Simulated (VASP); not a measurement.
Wanted: the native input for a VASP 6.6.1 run.

```
Task                   : single point
Functional             : PBEsol
Potentials or basis    : VASP PAW PBE potentials, release 64 (Mo_sv, S)
Cutoff                 : 520 eV
k mesh                 : 12 × 12 × 4
Occupations            : methfessel-paxton, width 0.2 eV
Spin                   : no spin polarisation
Dipole correction      : no
Further INCAR settings : ALGO = Normal; EDIFF = 1e-06; NBANDS = 35
```

The structure of MoS2 lies in POSCAR:

```
MoS2
1.0
    3.3344849532      0.0000000000      0.0000000000
   -1.6672424766      2.8877486780      0.0000000000
    0.0000000000      0.0000000000     11.9617978727
Mo S
2 4
Direct
    0.3333333333      0.6666666667      0.2500000000
    0.6666666667      0.3333333333      0.7500000000
    0.3333333333      0.6666666667      0.6259932117
    0.6666666667      0.3333333333      0.1259932117
    0.3333333333      0.6666666667      0.8740067883
    0.6666666667      0.3333333333      0.3740067883
```

One way to write it, as run:

INCAR

```
PREC = Accurate
ENCUT = 520
EDIFF = 1E-6
ISMEAR = 1
SIGMA = 0.2
LREAL = False
LASPH = True
NELM = 100
ALGO = Normal
ISIF = 2
LWAVE = False
LCHARG = True
GGA = PS
LELF = True
LVHAR = True
NBANDS = 35
```

KPOINTS

```
Automatic mesh
0
Gamma
  12 12 4
```

Potentials or basis: VASP PAW PBE potentials, release 64 (Mo_sv, S).

Launch:

```console
$ cat potpaw_PBE.64/Mo_sv/POTCAR potpaw_PBE.64/S/POTCAR > POTCAR
$ mpirun -np 1 vasp_std > vasp.out
```

Results of the run:

- Pressure: -8.0 GPa
- Largest force: 0.244 eV/Å
- Band gap on the k mesh: zero (bands 26 and 27 overlap by 0.06 eV)

Caveat: the stress differs along the axes, from -13 to 3 GPa; the PAW data sets were made with another functional, which shifts forces and pressure a little; this functional lacks dispersion, which binds layers or chains, so the pressure and a relaxed spacing across them are unreliable.

Run time: 110 s on 1 thread of Intel(R) Xeon(R) 6975P-C (Granite Rapids), with other jobs on the host, peak memory 0.35 GiB.
